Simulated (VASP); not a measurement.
## Fe: single point with PBE

Wire: Fe, a wire with vacuum.

```
CELL_PARAMETERS angstrom
10.00000 0.00000 0.00000
0.00000 9.30000 0.00000
0.00000 0.00000 3.97260
ATOMIC_POSITIONS crystal
Fe 0.45034 0.50000 0.00000
Fe 0.54966 0.50000 0.50000
```

```
Program             : VASP 6.6.1
Task                : single point
Functional          : PBE
Potentials or basis : VASP PAW PBE potentials, release 64 (Fe)
Cutoff              : 520 eV
k mesh              : 1 × 1 × 16
Occupations         : gaussian, width 0.05 eV
Spin                : collinear spin, ferromagnetic start
Starting moments    : [2.44, 2.44] μB
```

```
Largest force                                         : 0.231 eV/Å
Net moment                                            : 6.13 μB per cell
Site moments                                          : Fe +2.93 μB
Valence electrons inside the program's atomic spheres : Fe 6.91
```

Forces on the atoms (eV/Å):
```
Fe  -0.231  0.000  0.000
Fe   0.231  0.000  0.000
```

Levels at points of the mesh, in eV from the Fermi level:
Spin up:
```
           k point  band 9  band 10  band 11  band 12  band 13  band 14
(0.00, 0.00, 0.00)   -1.84    -1.76    -0.97     0.59     1.17     3.01
(0.00, 0.00, 0.50)   -1.35    -1.35    -0.27    -0.27     3.18     3.18
```
Spin down:
```
           k point  band 1  band 2  band 3  band 4  band 5  band 6  band 7  band 8  band 9  band 10
(0.00, 0.00, 0.00)   -3.18   -0.80   -0.63   -0.28   -0.19    0.17    0.23    0.59    0.76     1.30
(0.00, 0.00, 0.50)   -1.44   -1.44   -0.67   -0.67   -0.32   -0.32    0.61    0.61    1.02     1.02
```

It took 100 s on 1 thread of AMD EPYC 9R45 96-Core Processor (Zen 5), with other jobs on the host, peak memory 0.54 GiB.
